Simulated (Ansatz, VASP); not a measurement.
# Ir in VASP and in Ansatz

The input INCAR:

```
PREC     = Accurate       # precision mode
ENCUT    = 520            # plane-wave cutoff, eV
EDIFF    = 1E-6           # SCF threshold, eV
ISMEAR   = 0              # smearing method
SIGMA    = 0.15           # smearing width, eV
LREAL    = False          # projectors in reciprocal space
LASPH    = True           # aspherical terms in the spheres
NELM     = 60             # most SCF steps
ALGO     = Fast           # electronic algorithm
ISIF     = 2              # what is computed and relaxed
LWAVE    = False          # write WAVECAR
LCHARG   = False          # write CHGCAR
GGA      = PE             # functional
NBANDS   = 10             # bands
```

KPOINTS

```
Automatic mesh
0
Gamma
  22 22 22
```

The input POSCAR:

```
Ir
1.0
    0.0000000000      1.9197000000      1.7277300000
    1.9197000000      0.0000000000      1.7277300000
    1.9197000000      1.9197000000      0.0000000000
Ir
1
Direct
    0.0000000000      0.0000000000      0.0000000000
```

Input for Ansatz:

```yaml
crystal:
  lattice:
    - [0.0, 1.9197, 1.72773]
    - [1.9197, 0.0, 1.72773]
    - [1.9197, 1.9197, 0.0]
  atoms:
    - { symbol: Ir, position: [0.0, 0.0, 0.0] }
basis:
  ecutwfc: 420
kpoints:
  mp_grid: { grid: [22, 22, 22] }
hamiltonian:
  xc: pbe
scf:
  occupations: { method: gaussian, width: 0.15 }
output:
  forces: true
  stress: true
  eigenvalues: true
```

Change from the starting cell: strain -0.1000 x Voigt [0, 0, 1, 0, 0, 0], atoms carried along.

Alike in both runs: task single point; functional PBE; k mesh 22 × 22 × 22; occupations gaussian, width 0.15 eV; no spin polarisation.

|  | VASP | Ansatz |
| --- | --- | --- |
| version | VASP 6.6.1 | Ansatz 0.2.0 |
| potentials or method | VASP PAW PBE potentials, release 64 (Ir), cutoff 520 eV | scalar-relativistic, plane waves, PAW |
| valence electrons in the cell | 9 | 17 |

```csv
,VASP,Ansatz,Ansatz less VASP
gap on the k mesh at the Fermi level (eV),none,none,-
pressure (GPa),66.9,65.4,-1.53
"traceless stress, the component that is largest in VASP (GPa)",30.91,30.98,+0.072
```

A gap of «none» marks a metal or a gap that the smearing closes. Both programs put the cell under a high pressure, so it lies far from rest at this level. With one functional, cell and mesh, what is left measures potentials, basis and numerics. VASP's potentials hold 9 valence electrons a cell and Ansatz's 17, so a difference there can come from the potentials and not from the codes.

Spin-orbit coupling is off throughout. Noted on VASP's run: the cell as given lies far from equilibrium.
